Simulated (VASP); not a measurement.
Runs of VASP 6.6.1 on Cd. The structure is that of space group R-3m (No. 166), or close to it. The cells are those of the table. 

```csv
level,cell,k mesh,cutoff (eV),smearing,gap on the mesh (eV),pressure (GPa)
PBEsol+D3(BJ),"a = 3.074 Å, angles 63.1°, 1 atom",10 × 10 × 10,500,fermi-dirac 0.01 eV,none,-5.0
PBE,"a = 3.074 Å, angles 63.1°, 1 atom",9 × 9 × 9,520,methfessel-paxton 0.1 eV,none,(b)
PBE,"a = 3.074 Å, angles 63.1°, 1 atom",10 × 10 × 10,520,fermi-dirac 0.05 eV,none,(a)
PBE,"a = 3.074 Å, angles 63.1°, 1 atom",10 × 10 × 10,500,tetrahedron,none,2.1
r2SCAN+rVV10,"a = 3.220 Å, angles 63.1°, 1 atom",10 × 10 × 10,550,tetrahedron,none,-6.0
```

Alike in all rows: task single point; potentials or basis VASP PAW PBE potentials, release 64 (Cd); no spin polarisation.

Task: Estimate the missing entries.

Result: (a) 2.3; (b) 2.6.

Caveats: the cell stands under tension (at least some runs); the PAW data sets were made with another functional, which shifts forces and pressure a little (at least some runs); tetrahedron occupations give inexact forces and stress in metals (at least some runs).

A k mesh can miss the band edges, and the runs leave out spin-orbit coupling on Cd.

A gap of «none» marks levels without a gap at the run's occupations.
